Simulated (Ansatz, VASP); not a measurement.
**One calculation of RbBr, two programs**

Contents of INCAR:

```
SYSTEM = RbBr
PREC = Accurate
ENCUT = 520
EDIFF = 1E-6
ISMEAR = 0
SIGMA = 0.02
LREAL = .False.
LASPH = .True.
NELM = 80
ALGO = Normal
ISIF = 2
LWAVE = .False.
LCHARG = .False.
GGA = PS
NBANDS = 15
```

KPOINTS

```
regular mesh
0
Gamma
  6 6 6
  0 0 0
```

POSCAR

```
RbBr
1.0
    0.0000000000      3.5117822250      3.5117822250
    3.5117822250      0.0000000000      3.5117822250
    3.5117822250      3.5117822250      0.0000000000
Rb Br
1 1
Direct
    0.0000000000      0.0000000000      0.0000000000
    0.5000000000      0.5000000000      0.5000000000
```

Input for Ansatz:

```yaml
crystal:
  lattice:
    - [0.0, 3.511782225, 3.511782225]
    - [3.511782225, 0.0, 3.511782225]
    - [3.511782225, 3.511782225, 0.0]
  atoms:
    - { symbol: Rb, position: [0.0, 0.0, 0.0] }
    - { symbol: Br, position: [0.5, 0.5, 0.5] }
basis:
  ecutwfc: 420
kpoints:
  mp_grid: { grid: [6, 6, 6] }
hamiltonian:
  xc: pbesol
scf:
  occupations: { method: gaussian, width: 0.02 }
output:
  forces: true
  stress: true
  eigenvalues: true
```

Alike in both runs: task single point; functional PBEsol; k mesh 6 × 6 × 6; occupations gaussian, width 0.02 eV; no spin polarisation.

|  | VASP | Ansatz |
| --- | --- | --- |
| version | VASP 6.6.1 | Ansatz 0.2.0 |
| potentials or method | VASP PAW PBE potentials, release 64 (Rb_sv, Br), cutoff 520 eV | scalar-relativistic, plane waves, PAW |
| valence electrons in the cell | 16 | 16 |

```tsv
	VASP	Ansatz	Ansatz less VASP
gap on the k mesh at the Fermi level (eV)	4.05	4.06	+0.002
least direct gap on the mesh (eV)	4.05	4.06	+0.002
pressure (GPa)	-0.9	-0.9	-0.02
```

VASP's potentials were made for PBE, not for PBEsol.
